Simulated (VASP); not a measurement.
# ZnO: single point with r2SCAN

Crystal: ZnO.

```xyz
4
Lattice="3.1482 0.0000 0.0000 -1.5741 2.7264 0.0000 0.0000 0.0000 5.0636" Properties=species:S:1:pos:R:3 pbc="T T T"
Zn    0.0000    1.8176    2.5293
Zn    1.5741    0.9088   -0.0026
O     1.5741    0.9088    1.9217
O     0.0000    1.8176    4.4535
```

| Item | Value |
| --- | --- |
| Program | VASP 6.6.1 |
| Task | single point |
| Functional | r2SCAN |
| Potentials or basis | VASP PAW PBE potentials, release 64 (Zn, O) |
| Cutoff | 520 eV |
| k mesh | 8 × 8 × 4 |
| Occupations | gaussian, width 0.01 eV |
| Spin | no spin polarisation |

```yaml
Pressure: 16.6 GPa
Largest_force: 0.004 eV/Å
Band_gap_on_the_k_mesh: 1.36 eV, direct
```

Forces in eV/Å, atoms in the order of the input:
```
Zn   0.000  0.000 -0.004
Zn   0.000  0.000 -0.004
O    0.000  0.000  0.004
O    0.000  0.000  0.004
```

Stress tensor (GPa, compression positive):
```
16.53  0.00  0.00
 0.00 16.53  0.00
 0.00  0.00 16.72
```

Levels at points of the mesh, in eV from the valence-band top:
| k point | band 15 | band 16 | band 17 | band 18 | band 19 | band 20 | band 21 | band 22 |
| --- | --- | --- | --- | --- | --- | --- | --- | --- |
| (0.00, 0.00, 0.00) | -0.92 | -0.13 | 0.00 | 0.00 | 1.36 | 6.19 | 9.14 | 14.15 |
| (0.50, 0.00, 0.00) | -3.12 | -2.63 | -1.44 | -0.99 | 6.80 | 7.47 | 8.19 | 9.89 |
| (0.00, 0.00, 0.50) | -0.46 | -0.46 | -0.46 | -0.46 | 4.15 | 4.15 | 11.19 | 11.19 |
| (0.50, 0.00, 0.50) | -1.75 | -1.75 | -1.57 | -1.57 | 6.38 | 6.38 | 9.69 | 9.69 |

Run time: 89 s on 1 thread of Intel(R) Xeon(R) Platinum 8559C (Emerald Rapids) (shared host), peak memory 0.17 GiB.

Caveat: the PAW data sets were made with another functional, which shifts forces and pressure a little. r2SCAN opens gaps a little over a GGA but as a rule still falls short of measured ones.
